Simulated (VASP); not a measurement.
Write the native input for VASP 6.6.1 that does the following.

| Item | Value |
| --- | --- |
| Task | single point |
| Functional | PBEsol |
| Potentials or basis | VASP PAW PBE potentials, release 64 (Pb_d) |
| Cutoff | 520 eV |
| k mesh | 16 × 16 × 16 |
| Occupations | gaussian, width 0.15 eV |
| Spin | no spin polarisation |
| Dipole correction | no |
| Further INCAR settings | ALGO = Normal; EDIFF = 1e-06; NBANDS = 13 |

The structure of Pb lies in POSCAR:

```
Pb
1.0
    0.0000000000      2.4080550000      2.3463100000
    2.4080550000      0.0000000000      2.3463100000
    2.4080550000      2.4080550000      0.0000000000
Pb
1
Direct
    0.0000000000      0.0000000000      0.0000000000
```

This cell differs from its parent crystal: strain -0.025 along x and y, -0.050 along z.

The input as run:

INCAR

```
SYSTEM = Pb
PREC     = Accurate       ! precision mode
ENCUT    = 520            ! plane-wave cutoff, eV
EDIFF    = 1E-6           ! SCF threshold, eV
ISMEAR   = 0              ! smearing method
SIGMA    = 0.15           ! smearing width, eV
LREAL    = .False.        ! projectors in reciprocal space
LASPH    = .True.         ! aspherical terms in the spheres
NELM     = 60             ! most SCF steps
ALGO     = Normal         ! electronic algorithm
ISIF     = 2              ! what is computed and relaxed
LWAVE    = .False.        ! write WAVECAR
LCHARG   = .False.        ! write CHGCAR
GGA      = PS             ! functional
NBANDS   = 13             ! bands
```

KPOINTS

```
Automatic mesh
0
Gamma
  16 16 16
  0 0 0
```

Potentials or basis: VASP PAW PBE potentials, release 64 (Pb_d).

Run with:

```sh
$ cat potpaw_PBE.64/Pb_d/POTCAR > POTCAR
$ mpirun -np 1 vasp_std > vasp.out
```

It gave:

```yaml
Pressure: 5.9 GPa
Band_gap_on_the_k_mesh: zero (band 7 reaches 16.62 eV, above the bottom of band 8 at 6.39 eV)
```

Caveat: the cell differs from its parent crystal (strain -0.025 along x and y, -0.050 along z); the PAW data sets were made with another functional, which shifts forces and pressure a little; spin-orbit coupling is left out, which moves the levels of the heavy elements.

It took 42 s on 1 thread of Intel(R) Xeon(R) 6975P-C (Granite Rapids), on a shared host, peak memory 0.24 GiB.
